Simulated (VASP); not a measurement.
Here is a VASP 6.6.1 calculation.

Contents of INCAR:

```
PREC = Accurate ; ENCUT = 520
EDIFF = 1E-6 ; ISMEAR = 0
SIGMA = 0.05 ; LREAL = F
LASPH = T ; NELM = 60
ALGO = Normal ; ISIF = 2
LWAVE = F ; LCHARG = T
GGA = PS ; LELF = T
LVHAR = T ; NBANDS = 17
```

KPOINTS

```
Automatic mesh
0
Gamma
  8 8 8
```

Contents of POSCAR:

```
SnSe
1.0
    0.0000000000      3.0100000000      3.0100000000
    3.0100000000      0.0000000000      3.0100000000
    3.0100000000      3.0100000000      0.0000000000
Sn Se
1 1
Direct
    0.0000000000      0.0000000000      0.0000000000
    0.5498338870      0.5498338870      0.4501661130
```

Potentials or basis: VASP PAW PBE potentials, release 64 (Sn_d, Se).

The run is started by

```sh
$ cat potpaw_PBE.64/Sn_d/POTCAR potpaw_PBE.64/Se/POTCAR > POTCAR
$ mpirun -np 1 vasp_std > vasp.out
```

**Question.** Estimate the pressure.

**Answer.** -0.5 GPa.

**Question.** Estimate the largest force.

**Answer.** 0.359 eV/Å.

Stress tensor (GPa, compression positive):
```
-1.45  0.00  0.00
 0.00 -1.45  0.00
 0.00  0.00  1.48
```

Caveat: the cell differs from its parent crystal (all Se atoms moved -0.300 Å, as atom 2 towards its neighbour atom 1 (Sn) at 3.010 Å); the PAW data sets were made with another functional, which shifts forces and pressure a little.
